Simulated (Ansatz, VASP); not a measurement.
**Fe2Co: VASP beside Ansatz**

```
Fe Co
1.0
     0.00000    3.49920    3.49920
     3.49920    0.00000    3.49920
     3.49920    3.49920    0.00000
Fe Co
4 2
Direct
  0.62500 0.62500 0.62500
  0.12500 0.62500 0.62500
  0.62500 0.62500 0.12500
  0.62500 0.12500 0.62500
  0.50000 0.50000 0.50000
  0.75000 0.75000 0.75000
```

Alike in both runs: task relaxation of cell and atoms; functional PBE; k mesh 4 × 4 × 4; occupations gaussian, width 0.1 eV; no spin polarisation.

|  | VASP | Ansatz |
| --- | --- | --- |
| version | VASP 6.6.1 | Ansatz 0.2.0 |
| potentials or method | VASP PAW PBE potentials, release 64 (Fe, Co), cutoff 600 eV | scalar-relativistic, plane waves, PAW |
| valence electrons in the cell | 50 | 98 |

Ansatz gave:

* gap on the k mesh at the Fermi level, each at its own relaxed structure (eV): none
* relaxed volume (Å³/atom): 36.03
* relaxed length of the cell vector where the two differ most in proportion (Å): 6.736

Task: What did VASP give for the same quantities?

Result: gap on the k mesh at the Fermi level, each at its own relaxed structure (eV): none; relaxed volume (Å³/atom): 35.65; relaxed length of the cell vector where the two differ most in proportion (Å): 6.713.

A gap of «none» marks a metal or a gap that the smearing closes. VASP's potentials hold 50 valence electrons a cell and Ansatz's 98, so a difference there can come from the potentials and not from the codes.

The k mesh is coarse, so the values compare programs but aren't converged. Noted on VASP's run: the volume moved by over 15 % at a fixed basis, so the end points are rough.
